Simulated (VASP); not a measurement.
# C in VASP: relaxation of the atoms with PBE+D3(BJ)

Aim: the relaxation of the atoms of C with PBE+D3(BJ).

Everything below comes from runs of VASP 6.6.1. Logs are shortened: lines on timing, memory, paths and dates and some standing lists are left out, and cuts for length are marked.

### Step 1. The cell of the first run

The cell holds a slab with vacuum, 4 atoms: a = 2.466 Å, b = 2.466 Å, c = 17.500 Å, α = 90.00°, β = 90.00°, γ = 120.00°.

### Step 2. Relaxation of the atoms, PBE+D3(BJ)

INCAR reads:

```
ALGO = Normal ; DIPOL = 0.5 0.5 0.356
EDIFF = 1E-7 ; EDIFFG = -0.003
ENCUT = 520 ; GGA = PE
GGA_COMPAT = False ; IBRION = 2
IDIPOL = 3 ; ISIF = 2
ISMEAR = 0 ; IVDW = 12
LASPH = True ; LCHARG = False
LDIPOL = True ; LREAL = False
LWAVE = False ; NELM = 120
NELMDL = -8 ; NELMIN = 4
NSW = 40 ; PREC = Accurate
SIGMA = 0.1
```

KPOINTS reads:

```
k-points
0
Gamma
  15 15 1
```

POSCAR reads:

```
C
1.0
    2.4657005714      0.0000000000      0.0000000000
   -1.2328502857      2.1353593330      0.0000000000
    0.0000000000      0.0000000000     17.5000000000
C
4
Selective dynamics
Direct
    0.3333333333      0.6666666667      0.2571429199  F F F
    0.6666666667      0.3333333333      0.2571427433  F F T
    0.6666666667      1.3333333333      0.4546452062  F F T
    1.0000000000      1.0000000000      0.4546452061  F F T
```

Potentials or basis: VASP PAW PBE potentials, release 64 (C).

The run is started by

```console
$ cat potpaw_PBE.64/C/POTCAR > POTCAR
$ mpirun -np 1 vasp_std > vasp.out
```

OUTCAR:

```text
EDIFF = 1E-7
   EDIFFG = -0.003
   ENCUT = 520
   GGA = PE
   IBRION = 2
   ISIF = 2
   ISMEAR = 0
   IVDW = 12
   LASPH = True
   LREAL = False
   NELM = 120
   NELMDL = -8
   NELMIN = 4
   NSW = 40
   PREC = Accurate
 IVDW          = 12

 ion  position               nearest neighbor table
   1  0.333  0.667  0.257-   2 1.42   2 1.42   2 1.42
   2  0.667  0.333  0.257-   1 1.42   1 1.42   1 1.42
   3  0.667  0.333  0.455-   4 1.42   4 1.42   4 1.42
   4  0.000  0.000  0.455-   3 1.42   3 1.42   3 1.42

  LATTYP: Found a hexagonal cell.
 ALAT       =     2.4657005714
 C/A-ratio  =     7.0973743540

  Lattice vectors:

 A1 = (   2.4657005714,   0.0000000000,   0.0000000000)
 A2 = (  -1.2328502857,   2.1353593330,   0.0000000000)
 A3 = (   0.0000000000,   0.0000000000,  17.5000000000)

Analysis of symmetry for initial positions (statically):
=====================================================================
 Subroutine PRICEL returns:
 Original cell was already a primitive cell.

 Routine SETGRP: Setting up the symmetry group for a
 hexagonal supercell.

 Subroutine GETGRP returns: Found 12 space group operations
 (whereof  6 operations were pure point group operations)
 out of a pool of 24 trial point group operations.

The static configuration has the point symmetry C_3v.
 The point group associated with its full space group is D_3d.

Analysis of symmetry for dynamics (positions and initial velocities):
=====================================================================
 Subroutine PRICEL returns:
 Original cell was already a primitive cell.

 Routine SETGRP: Setting up the symmetry group for a
 hexagonal supercell.

 Subroutine GETGRP returns: Found 12 space group operations
 (whereof  6 operations were pure point group operations)
 out of a pool of 24 trial point group operations.

The dynamic configuration has the point symmetry C_3v.
 The point group associated with its full space group is D_3d.

Analysis of constrained symmetry for selective dynamics:
=====================================================================
 Subroutine PRICEL returns:
 Original cell was already a primitive cell.

 Routine SETGRP: Setting up the symmetry group for a
 hexagonal supercell.

 Subroutine GETGRP returns: Found  6 space group operations
 (whereof  6 operations were pure point group operations)
 out of a pool of 24 trial point group operations.

The constrained configuration has the point symmetry C_3v.

 Subroutine INISYM returns: Found  6 space group operations
 (whereof  6 operations are pure point group operations),
 and found     1 'primitive' translations

----------------------------------------------------------------------------------------

                                     Primitive cell

  volume of cell :      92.1402

  direct lattice vectors                    reciprocal lattice vectors
     2.465700571  0.000000000  0.000000000     0.405564249  0.234152628  0.000000000
    -1.232850286  2.135359333  0.000000000     0.000000000  0.468305256  0.000000000
     0.000000000  0.000000000 17.500000000     0.000000000  0.000000000  0.057142857

  length of vectors
     2.465700571  2.465700571 17.500000000     0.468305256  0.468305256  0.057142857

  position of ions in fractional coordinates (direct lattice)
     0.333333333  0.666666667  0.257142920
     0.666666667  0.333333333  0.257142743
     0.666666667  0.333333333  0.454645206
     0.000000000  0.000000000  0.454645206

  ion indices of the primitive-cell ions
   primitive index   ion index
                 1           1
                 2           2
                 3           3
                 4           4

----------------------------------------------------------------------------------------

 KPOINTS: k-points

Automatic generation of k-mesh.
 Grid dimensions read from file:
 generate k-points for:   15   15    1

 Generating k-lattice:

  Cartesian coordinates                     Fractional coordinates (reciprocal lattice)
     0.027037617  0.015610175  0.000000000     0.066666667  0.000000000  0.000000000
     0.000000000  0.031220350  0.000000000     0.000000000  0.066666667  0.000000000
     0.000000000  0.000000000  0.057142857     0.000000000  0.000000000  1.000000000

  Length of vectors
     0.031220350  0.031220350  0.057142857

  Shift w.r.t. Gamma in fractional coordinates (k-lattice)
     0.000000000  0.000000000  0.000000000

 Subroutine IBZKPT returns following result:
 ===========================================

 Found     27 irreducible k-points:

 Following reciprocal coordinates:
            Coordinates               Weight
  0.000000  0.000000  0.000000      1.000000
  0.066667  0.000000  0.000000      6.000000
  0.133333  0.000000  0.000000      6.000000
  0.200000  0.000000  0.000000      6.000000
  0.266667  0.000000  0.000000      6.000000
  0.333333  0.000000  0.000000      6.000000
[... 16 lines left out ...]
  0.333333  0.200000  0.000000     12.000000
  0.400000  0.200000  0.000000      6.000000
 [... further k-points ...]
   k-points           NKPTS =     27   k-points in BZ     NKDIM =     27   number of bands    NBANDS=     12
   number of dos      NEDOS =    301   number of ions     NIONS =      4
   total plane-waves  NPLWV =  45360
   dimension x,y,z NGX =    18 NGY =   18 NGZ =  140
   dimension x,y,z NGXF=    36 NGYF=   36 NGZF=  280
   ions per type =               4
   NGX,Y,Z   is equivalent  to a cutoff of  12.14, 12.14, 13.30 a.u.
   NGXF,Y,Z  is equivalent  to a cutoff of  24.27, 24.27, 26.60 a.u.
 SYSTEM =  unknown system
   PREC   = accura    normal or accurate (medium, high low for compatibility)
   ISTART =      0    job   : 0-new  1-cont  2-samecut
   ICHARG =      2    charge: 1-file 2-atom 10-const
   ISPIN  =      1    spin polarized calculation?
   LNONCOLLINEAR =      F non collinear calculations
   LSORBIT =      F    spin-orbit coupling
   LASPH  =      T    aspherical Exc in radial PAW
   ENCUT  =  520.0 eV  38.22 Ry    6.18 a.u.   4.58  4.58 32.54*2*pi/ulx,y,z
   NELM   =    120;   NELMIN=  4; NELMDL= -8     # of ELM steps
   EDIFF  = 0.1E-06   stopping-criterion for ELM
   LREAL  =      F    real-space projection
   EDIFFG = -.3E-02   stopping-criterion for IOM
   NSW    =     40    number of steps for IOM
   IBRION =      2    ionic relax: 0-MD 1-quasi-New 2-CG
   NFREE  =      1    steps in history (QN), initial steepest desc. (CG)
   ISIF   =      2    stress and relaxation
   ISYM   =      2    0-nonsym 1-usesym 2-fastsym
   POTIM  = 0.5000    time-step for ionic-motion
   TEBEG  =    0.0;   TEEND  =   0.0 temperature during run
   PSTRESS=    0.0 pullay stress
   NELECT =      16.0000    total number of electrons
   NUPDOWN=      -1.0000    fix difference up-down
   EMIN   =  10.00;   EMAX   =-10.00  energy-range for DOS
   EFERMI =   0.00;   METHOD = LEGACY
   ISMEAR =     0;   SIGMA  =   0.10  broadening in eV -4-tet -1-fermi 0-gaus
   EFERMI_NEDOS =   21; number of points for ismear=-14 and -15
   IALGO  =     38    algorithm
   IMIX   =      4    mixing-type and parameters
     AMIX     =   0.40;   BMIX     =  1.00
     AMIX_MAG =   1.60;   BMIX_MAG =  1.00
  volume/ion in A,a.u.               =      23.04       155.45
  Fermi-wavevector in a.u.,A,eV,Ry     =   0.913338  1.725959 11.349803  0.834187
  Thomas-Fermi vector in A             =   2.037838
   LORBIT       =      0    0 simple, 1 ext, 2 COOP (PROOUT), +10 PAW based schemes
   GGA     = PE    functional components
   LHFCALC =     F    Hartree Fock is set to
   AEXX    =    0.0000 exact exchange contribution
   IVDW    =    12    specifies the selected vdW correction
   LEPSILON=     F    determine dielectric tensor
   LRPA    =     F    only Hartree local field effects (RPA)
 conjugate gradient relaxation of ions
 non-spin polarized calculation
 Gauss-broadening in eV      SIGMA  =   0.10
  energy-cutoff  :      520.00
  volume of cell :       92.14
 maximum number of plane-waves:      2521
   NGX =  9   NGY =  9   NGZ = 65

--------------------------------------- Ionic step        1  -------------------------------------------

 number of electron      15.9999996 magnetization

 Free energy of the ion-electron system (eV)
  ---------------------------------------------------
  ext. energy  EPLUGINS =         0.00000000
  ---------------------------------------------------
  free energy    TOTEN  =       -36.88210139 eV

  energy without entropy =      -36.88109801  energy(sigma->0) =      -36.88159970

------------------------ aborting loop because EDIFF is reached ----------------------------------------

 Edisp (eV)   -0.46984

 E8    (eV) :    -0.1400

  FORCE on cell =-STRESS in cart. coord.  units (eV):
  Direction    XX          YY          ZZ          XY          YZ          ZX
  --------------------------------------------------------------------------------------
  -------------------------------------------------------------------------------------
  Total       0.12277     0.12277    -0.08142     0.00000     0.00000    -0.00000
  in kB       2.13481     2.13481    -1.41572     0.00000     0.00000    -0.00000
  external pressure =        0.95 kB  Pullay stress =        0.00 kB
[... 103 lines left out ...]
  FREE ENERGIE OF THE ION-ELECTRON SYSTEM (eV)
  ---------------------------------------------------
  free  energy   TOTEN  =       -37.3519525525 eV

  energy  without entropy=      -37.3509491981  energy(sigma->0) =      -37.35145088

[... ionic steps 4 to 12 ...]

--------------------------------------- Ionic step       13  -------------------------------------------

 number of electron      15.9999996 magnetization

------------------------ aborting loop because EDIFF is reached ----------------------------------------

 Edisp (eV)   -0.47555

 E8    (eV) :    -0.1420
[... 69 lines left out ...]
  FREE ENERGIE OF THE ION-ELECTRON SYSTEM (eV)
  ---------------------------------------------------
  free  energy   TOTEN  =       -37.3523430375 eV

  energy  without entropy=      -37.3513399662  energy(sigma->0) =      -37.35184150

 dipolmoment           0.000000      0.000000     -0.000007 electrons x Angstroem

--------------------------------------- Ionic step       15  -------------------------------------------

 number of electron      15.9999996 magnetization

 dipolmoment           0.000000      0.000000      0.000015 electrons x Angstroem

 Free energy of the ion-electron system (eV)
  ---------------------------------------------------
  ext. energy  EPLUGINS =         0.00000000
  ---------------------------------------------------
  free energy    TOTEN  =       -36.87695735 eV

  energy without entropy =      -36.87595428  energy(sigma->0) =      -36.87645581

 E-fermi :  -0.8374     XC(G=0):  -4.4349

 val. band max:       -0.8374401636   @ k =   0.3333   0.3333   0.0000
 cond. band min:      -0.8373845154   @ k =   0.3333   0.3333   0.0000
 fundamental gap:      0.0000556482
 Fermi energy:        -0.8374118666

 k-point     1 :       0.0000    0.0000    0.0000
  band No.  band energies     occupation
      1     -20.4166      2.00000
      2     -20.2799      2.00000
      3      -8.8921      2.00000
      4      -7.9771      2.00000
      5      -3.8690      2.00000
      6      -3.8690      2.00000
      7      -3.8609      2.00000
      8      -3.8609      2.00000
      9       2.5710      0.00000
     10       3.0253      0.00000
     11       3.9662      0.00000
     12       5.7094      0.00000
[... 331 lines left out ...]
 k-point    24 :       0.4000    0.2000    0.0000
  band No.  band energies     occupation
      1     -14.5222      2.00000
      2     -14.4742      2.00000
      3     -13.5216      2.00000
      4     -13.4908      2.00000
      5      -9.6908      2.00000
      6      -9.6445      2.00000
      7      -2.5143      2.00000
      8      -2.1895      2.00000
      9       0.4464      0.00000
     10       0.5303      0.00000
     11       9.7773      0.00000
     12      10.0725      0.00000

 [... further k-points ...]

------------------------ aborting loop because EDIFF is reached ----------------------------------------

 vacuum level on the upper side and lower side of the slab       (xc-potential included)        -0.037        -0.037

 Edisp (eV)   -0.47549

 E8    (eV) :    -0.1420

  FORCE on cell =-STRESS in cart. coord.  units (eV):
  Direction    XX          YY          ZZ          XY          YZ          ZX
  --------------------------------------------------------------------------------------
  -------------------------------------------------------------------------------------
  Total       0.11693     0.11693    -0.02656     0.00000     0.00000     0.00000
  in kB       2.03324     2.03324    -0.46178     0.00000     0.00000     0.00000
  external pressure =        1.20 kB  Pullay stress =        0.00 kB
[... 19 lines left out ...]
  FREE ENERGIE OF THE ION-ELECTRON SYSTEM (eV)
  ---------------------------------------------------
  free  energy   TOTEN  =       -37.3524518177 eV

  energy  without entropy=      -37.3514487539  energy(sigma->0) =      -37.35195029

 reached required accuracy - stopping structural energy minimisation

 vacuum level on the upper side and lower side of the slab         3.423         3.423
```

Wall time 6.7 min (1 thread of Intel Xeon 8259CL, shared host); peak memory 0.21 GiB.

Results:

- Free energy: -37.3525 eV
- Energy gained by relaxing: 0.1 meV/atom
- Ionic steps: 15
- Band gap on the k mesh: zero (filled and empty bands touch)
- Dispersion energy per atom: -0.119 eV

The path:
```csv
step,energy change (eV),largest force on free atoms (eV/Å),pressure (GPa)
1,0.0000,0.0163,0.10
2,0.0000,0.0129,0.10
3,0.0000,0.0160,0.10
4,0.0000,0.0090,0.10
5,0.0000,0.0160,0.10
6,0.0000,0.0160,0.10
7,-0.0001,0.0156,0.10
8,-0.0001,0.0154,0.10
9,-0.0002,0.0151,0.10
10,-0.0003,0.0141,0.10
11,-0.0004,0.0128,0.11
12,-0.0005,0.0105,0.13
13,-0.0005,0.0114,0.12
14,-0.0004,0.0601,0.12
15,-0.0005,0.0003,0.12
```

Final structure:
```
CELL_PARAMETERS angstrom
2.46570 0.00000 0.00000
-1.23285 2.13536 0.00000
0.00000 0.00000 17.50000
ATOMIC_POSITIONS crystal
C 0.33333 0.66667 0.25714
C 0.66667 0.33333 0.25718
C 0.66667 0.33333 0.45124
C 0.00000 0.00000 0.45127
```
